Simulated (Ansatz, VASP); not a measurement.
**SnO2 in VASP and in Ansatz**

```
CELL_PARAMETERS angstrom
4.82697 0.00000 0.00000
0.00000 4.82697 0.00000
0.00000 0.00000 3.23870
ATOMIC_POSITIONS crystal
Sn 0.50000 0.50000 0.50000
Sn 0.00000 0.00000 0.00000
O 0.19341 0.80659 0.50000
O 0.80659 0.19341 0.50000
O 0.30659 0.30659 0.00000
O 0.69341 0.69341 0.00000
```

Alike in both runs: functional PBE; k mesh 6 × 6 × 8; occupations gaussian, width 0.02 eV; no spin polarisation.

Ansatz relaxed the structure, and its values are those at the end. VASP's run is a single point on that final structure, the one shown.

|  | VASP | Ansatz |
| --- | --- | --- |
| version | VASP 6.6.1 | Ansatz 0.2.0 |
| potentials or method | VASP PAW PBE potentials, release 64 (Sn_d, O), cutoff 520 eV | scalar-relativistic, plane waves, PAW |
| valence electrons in the cell | 52 | 52 |

```tsv
	VASP	Ansatz	Ansatz less VASP
gap on the k mesh at the Fermi level (eV)	0.67	0.68	+0.012
least direct gap on the mesh (eV)	0.67	0.68	+0.012
pressure (GPa)	0.6	0.0	-0.60
rms of the force components (eV/Å)	0.008	0.000	-0.0078
```

The functional is the same, so the differences come from potentials, cutoffs and numerics.
